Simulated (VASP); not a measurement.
Set up this calculation in VASP 6.6.1, as the native input.

| Property | Result |
| --- | --- |
| Task | single point |
| Functional | PBEsol |
| Potentials or basis | VASP PAW PBE potentials, release 64 (Sn_d, Se) |
| Cutoff | 520 eV |
| k mesh | 3 × 6 × 6 |
| Occupations | fermi-dirac, width 0.05 eV |
| Spin | no spin polarisation |
| Dipole correction | no |
| Further INCAR settings | ALGO = Normal; EDIFF = 1e-06; NBANDS = 50 |

The structure of SnSe lies in POSCAR:

```
SnSe
1.0
   11.4402812469      0.0000000000      0.0000000000
    0.0000000000      4.1518847156      0.0000000000
    0.0000000000      0.0000000000      4.3679798112
Sn Se
4 4
Direct
    0.8818620434      0.7500000000      0.9038585127
    0.6181379566      0.2500000000      0.4038585127
    0.3818620434      0.7500000000      0.5961414873
    0.1181379566      0.2500000000      0.0961414873
    0.6426539057      0.7500000000      0.9771991465
    0.8573460943      0.2500000000      0.4771991465
    0.1426539057      0.7500000000      0.5228008535
    0.3573460943      0.2500000000      0.0228008535
```

One way to write it, as run:

INCAR

```
ALGO     = Normal         # electronic algorithm
EDIFF    = 1E-6           # SCF threshold, eV
ENCUT    = 520            # plane-wave cutoff, eV
GGA      = PS             # functional
ISIF     = 2              # what is computed and relaxed
ISMEAR   = -1             # smearing method
LASPH    = True           # aspherical terms in the spheres
LCHARG   = False          # write CHGCAR
LREAL    = False          # projectors in reciprocal space
LWAVE    = False          # write WAVECAR
NBANDS   = 50             # bands
NELM     = 80             # most SCF steps
PREC     = Accurate       # precision mode
SIGMA    = 0.05           # smearing width, eV
```

KPOINTS

```
k-points
0
Gamma
  3 6 6
```

Potentials or basis: VASP PAW PBE potentials, release 64 (Sn_d, Se).

Command:

```bash
$ cat potpaw_PBE.64/Sn_d/POTCAR potpaw_PBE.64/Se/POTCAR > POTCAR
$ mpirun -np 1 vasp_std > vasp.out
```

It gave:

```json
{
 "Pressure": "0.0 GPa",
 "Largest force": "0.017 eV/Å",
 "Band gap on the k mesh": "0.39 eV, indirect (least direct gap 0.53 eV)"
}
```

Caveat: the PAW data sets were made with another functional, which shifts forces and pressure a little; spin-orbit coupling is left out, which moves the levels of the heavy elements.

It took 2.1 min on 1 thread of AMD EPYC 9R45 (Zen 5), on a shared host, peak memory 0.39 GiB.
